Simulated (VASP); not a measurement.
# MoP in VASP: further runs, part 2 of 2

VASP 6.6.1. Earlier steps stand in the parts before.

## (3) Single point, PBEsol

This run uses another cell than the first one.

File INCAR:

```
PREC = Accurate
ENCUT = 520
EDIFF = 1E-6
ISMEAR = 0
SIGMA = 0.1
LREAL = F
LASPH = T
NELM = 80
ALGO = Normal
ISIF = 2
LWAVE = F
LCHARG = T
LDIPOL = T
IDIPOL = 3
DIPOL = 0.5 0.5 0.347
GGA = PS
LELF = T
LVHAR = T
LVACPOTAV = T
NBANDS = 38
```

File KPOINTS:

```
regular mesh
0
Gamma
  12 12 1
```

File POSCAR:

```
MoP
1.0
    3.2062346808      0.0000000000      0.0000000000
   -1.6031173404      2.7766806841      0.0000000000
    0.0000000000      0.0000000000     33.3519125844
P Mo
3 3
Direct
    0.6572453123      0.3427546877      0.2280346775
    0.6570618832      0.3429381168      0.3244096826
    0.6607024875      0.3392975125      0.4203959720
   -0.0089894488      0.0089894488      0.2758409342
   -0.0103418874      0.0103418874      0.3718263482
   -0.0139520044      0.0139520044      0.4644089657
```

Potentials or basis: VASP PAW PBE potentials, release 64 (P, Mo_sv).

The run is started by

```bash
cat potpaw_PBE.64/P/POTCAR potpaw_PBE.64/Mo_sv/POTCAR > POTCAR
mpirun -np 1 vasp_std > vasp.out
```

OUTCAR:

```text
PREC = Accurate
   ENCUT = 520
   EDIFF = 1E-6
   ISMEAR = 0
   LREAL = F
   LASPH = T
   NELM = 80
   ISIF = 2
   GGA = PS

 ion  position               nearest neighbor table
   1  0.657  0.343  0.228-   4 2.44   4 2.44   4 2.44
   2  0.657  0.343  0.324-   5 2.43   5 2.44   5 2.44   4 2.46   4 2.46   4 2.46
   3  0.661  0.339  0.420-   6 2.33   6 2.38   6 2.38   5 2.44   5 2.47   5 2.47
   4  0.991  0.009  0.276-   1 2.44   1 2.44   1 2.44   2 2.46   2 2.46   2 2.46   5 3.20
   5  0.990  0.010  0.372-   2 2.43   2 2.44   2 2.44   3 2.44   3 2.47   3 2.47   6 3.09   4 3.20

   6  0.986  0.014  0.464-   3 2.33   3 2.38   3 2.38   5 3.09

  LATTYP: Found a hexagonal cell.
 ALAT       =     3.2062346808
 C/A-ratio  =    10.4022056726

  Lattice vectors:

 A1 = (   3.2062346808,   0.0000000000,   0.0000000000)
 A2 = (  -1.6031173404,   2.7766806841,   0.0000000000)
 A3 = (   0.0000000000,   0.0000000000,  33.3519125844)

Analysis of symmetry for initial positions (statically):
=====================================================================
[... 188 lines left out ...]
 fundamental gap:      0.0168819758
 Fermi energy:        -0.1737040232

 k-point     1 :       0.0000    0.0000    0.0000
  band No.  band energies     occupation
      1     -61.2601      2.00000
      2     -61.0015      2.00000
      3     -60.9659      2.00000
      4     -35.6477      2.00000
      5     -35.3393      2.00000
      6     -35.2271      2.00000
[... 973 lines left out ...]
     37       3.7275      0.00000
     38       4.3003      0.00000

 [... further k-points ...]

------------------------ aborting loop because EDIFF is reached ----------------------------------------

  FORCE on cell =-STRESS in cart. coord.  units (eV):
  Direction    XX          YY          ZZ          XY          YZ          ZX
  --------------------------------------------------------------------------------------
  -------------------------------------------------------------------------------------
  Total       -4.4370508     -4.8395801     -0.7104778     -0.3486006     -0.2154786      0.3732200
  in kB      -23.9421414    -26.1141730     -3.8337086     -1.8810346     -1.1627137      2.0138795
  external PRESSURE =     -17.9633410 kB  Pullay stress =       0.0000000 kB

 VOLUME and BASIS-vectors are now :
 -----------------------------------------------------------------------------
  energy-cutoff  :      520.00
  volume of cell :      296.92
      direct lattice vectors                 reciprocal lattice vectors
     3.206234681  0.000000000  0.000000000     0.311892328  0.180071120  0.000000000
    -1.603117340  2.776680684  0.000000000     0.000000000  0.360142240  0.000000000
     0.000000000  0.000000000 33.351912584     0.000000000  0.000000000  0.029983288

 POSITION                                       TOTAL-FORCE (eV/Angst)
 -----------------------------------------------------------------------------------
      1.55781      0.95172      7.60539         0.014054     -0.008114     -0.044275
      1.55692      0.95223     10.81968        -0.021681      0.012517      0.107183
      1.57443      0.94212     14.02101        -0.397476      0.229483      1.045204
      3.16300      0.02496      9.19982        -0.033421      0.019296     -0.036168
      3.15650      0.02872     12.40112         0.133222     -0.076916     -0.252053
      3.13913      0.03874     15.48893         0.305301     -0.176266     -0.819891
 -----------------------------------------------------------------------------------
    total drift:                                0.000159     -0.000092      0.000138

  FREE ENERGIE OF THE ION-ELECTRON SYSTEM (eV)
  ---------------------------------------------------
  free  energy   TOTEN  =       -53.7052662127 eV

  energy  without entropy=      -53.6781255268  energy(sigma->0) =      -53.69169587

 vacuum level on the upper side and lower side of the slab         4.105         5.509
```

OSZICAR:

```text
N       E                     dE             d eps       ncg     rms          rms(c)
DAV:   1     0.433847131210E+03    0.43385E+03   -0.31960E+04  4468   0.124E+03
DAV:   2    -0.348087110324E+02   -0.46866E+03   -0.45815E+03  4016   0.324E+02
DAV:   3    -0.572159437872E+02   -0.22407E+02   -0.21678E+02  3950   0.614E+01
[... 34 lines left out ...]
DAV:  38    -0.537052613370E+02   -0.52240E-05   -0.41085E-07  2262   0.269E-03    0.172E-03
DAV:  39    -0.537052632193E+02   -0.18823E-05   -0.12957E-07  2036   0.133E-03    0.135E-03
DAV:  40    -0.537052648826E+02   -0.16634E-05   -0.89247E-08  2152   0.929E-04    0.124E-03
DAV:  41    -0.537052659126E+02   -0.10300E-05   -0.34744E-08  2018   0.566E-04    0.739E-04
DAV:  42    -0.537052662127E+02   -0.30006E-06   -0.13365E-08  1964   0.319E-04
   1 F= -.53705266E+02 E0= -.53691696E+02  d E =-.271407E-01
```

It took 10 min on 1 thread of Intel Xeon 6975P-C (Granite Rapids), shared host; peak memory 0.61 GiB.

What came out:

* Free energy: -53.7053 eV
* Largest force: 1.142 eV/Å
* Band gap on the k mesh: zero (an odd number of electrons rules out a gap without spin polarisation)

Forces in eV/Å, atoms in the order of the input:
```
P    0.014 -0.008 -0.044
P   -0.022  0.013  0.107
P   -0.397  0.229  1.045
Mo  -0.033  0.019 -0.036
Mo   0.133 -0.077 -0.252
Mo   0.305 -0.176 -0.820
```

Levels at points of the mesh, in eV from the Fermi level:
| k point | band 24 | band 25 | band 26 | band 27 | band 28 | band 29 | band 30 | band 31 | band 32 | band 33 |
| --- | --- | --- | --- | --- | --- | --- | --- | --- | --- | --- |
| (0.00, 0.00, 0.00) | -1.81 | -1.20 | -1.19 | -0.74 | -0.54 | -0.52 | -0.43 | 0.34 | 0.50 | 0.56 |
| (0.50, 0.00, 0.00) | -2.34 | -1.49 | -1.00 | -0.28 | 0.22 | 0.82 | 1.18 | 1.47 | 2.01 | 2.08 |
| (0.50, 0.50, 0.00) | -2.36 | -1.53 | -0.98 | -0.27 | 0.20 | 0.84 | 1.19 | 1.47 | 2.01 | 2.08 |

Caveat: the PAW data sets were made with another functional, which shifts forces and pressure a little; an odd number of electrons without spin polarisation forces a metal; a magnetic or distorted state may lie lower.

The gap in the log of VASP goes by the Fermi energy; the results here count the filled bands.